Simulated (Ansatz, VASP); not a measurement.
# Bi: VASP beside Ansatz

```
Bi
1.0
     5.65482    0.00000    0.00000
    -2.82741    4.89722    0.00000
     0.00000    0.00000    3.32890
Bi
3
Direct
  0.00000 0.00000 0.00000
  0.33333 0.66667 0.50000
  0.66667 0.33333 0.50000
```

Alike in both runs: task single point; functional PBE; k mesh 7 × 7 × 11; occupations fermi-dirac, width 0.1 eV; no spin polarisation.

|  | VASP | Ansatz |
| --- | --- | --- |
| version | VASP 6.6.1 | Ansatz 0.2.0 |
| potentials or method | VASP PAW PBE potentials, release 64 (Bi_d), cutoff 520 eV | plane waves (420 eV) with PAW, scalar-relativistic |
| valence electrons in the cell | 45 | 45 |

Ansatz gave:

* pressure (GPa): 2.4
* traceless stress, the component that is largest in VASP (GPa): 0.87

Question: Which values does VASP return?

Answer: Pressure (GPa): 2.4; traceless stress, the component that is largest in VASP (GPa): 0.86.

Neither program's run includes spin-orbit coupling.
